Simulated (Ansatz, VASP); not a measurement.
# One calculation of BaTiO3, two programs

INCAR

```
ALGO = Normal ; EDIFF = 1E-7
ENCUT = 520 ; GGA = PS
ISIF = 2 ; ISMEAR = -1
LASPH = True ; LCHARG = False
LREAL = False ; LWAVE = False
NBANDS = 28 ; NELM = 60
PREC = Accurate ; SIGMA = 0.03
```

File KPOINTS:

```
k-points
0
Gamma
  7 7 7
```

The input POSCAR:

```
BaTiO3
1.0
    4.0797960000      0.0000000000      0.0000000000
    0.0000000000      4.0797960000      0.0000000000
    0.0000000000      0.0000000000      4.0180000000
Ba Ti O
1 1 3
Direct
    0.0000000000      0.0000000000      0.0000000000
    0.5000000000      0.5000000000      0.5000000000
    0.5000000000      0.5000000000      0.0000000000
    0.5000000000      0.0000000000      0.5000000000
    0.0000000000      0.5000000000      0.5000000000
```

Input for Ansatz:

```yaml
crystal:
  lattice:
    - [4.079796, 0.0, 0.0]
    - [0.0, 4.079796, 0.0]
    - [0.0, 0.0, 4.018]
  atoms:
    - { symbol: Ba, position: [0.0, 0.0, 0.0] }
    - { symbol: Ti, position: [0.5, 0.5, 0.5] }
    - { symbol: O, position: [0.5, 0.5, 0.0] }
    - { symbol: O, position: [0.5, 0.0, 0.5] }
    - { symbol: O, position: [0.0, 0.5, 0.5] }
kpoints:
  mp_grid: { grid: [7, 7, 7] }
  band_path:
    path:
      - [0.0, 0.0, 0.0]
      - [0.0, 0.5, 0.0]
      - [0.5, 0.5, 0.0]
      - [0.0, 0.0, 0.0]
      - [0.0, 0.0, 0.5]
      - [0.0, 0.5, 0.5]
      - [0.5, 0.5, 0.5]
      - [0.0, 0.0, 0.5]
      - [0.0, 0.5, 0.0]
    npoints: 5
scf:
  occupations: { method: fermi_dirac, width: 0.03 }
hamiltonian:
  xc: pbesol
  pseudopotentials: { kind: all_electron, lapw: { basis_error: 0.001 } }
output:
  forces: true
  stress: true
  eigenvalues: true
```

Change from the starting cell: equal xx and yy strain of +2 %.

Alike in both runs: task single point; functional PBEsol; k mesh 7 × 7 × 7; occupations fermi-dirac, width 0.03 eV; no spin polarisation.

|  | VASP | Ansatz |
| --- | --- | --- |
| version | VASP 6.6.1 | Ansatz 0.2.0 |
| potentials or method | VASP PAW PBE potentials, release 64 (Ba_sv, Ti_sv, O), cutoff 520 eV | all-electron LAPW, scalar-relativistic |

|  | VASP | Ansatz | Ansatz less VASP |
| --- | --- | --- | --- |
| gap on the k mesh at the Fermi level (eV) | 1.66 | 1.71 | +0.057 |
| pressure (GPa) | -8.7 | -10.3 | -1.54 |
| traceless stress, the component that is largest in VASP (GPa) | 1.61 | 1.56 | -0.057 |

VASP's potentials were made for PBE, not for PBEsol. Ansatz ran all-electron here, and VASP with PAW potentials.

Neither program's run includes spin-orbit coupling.
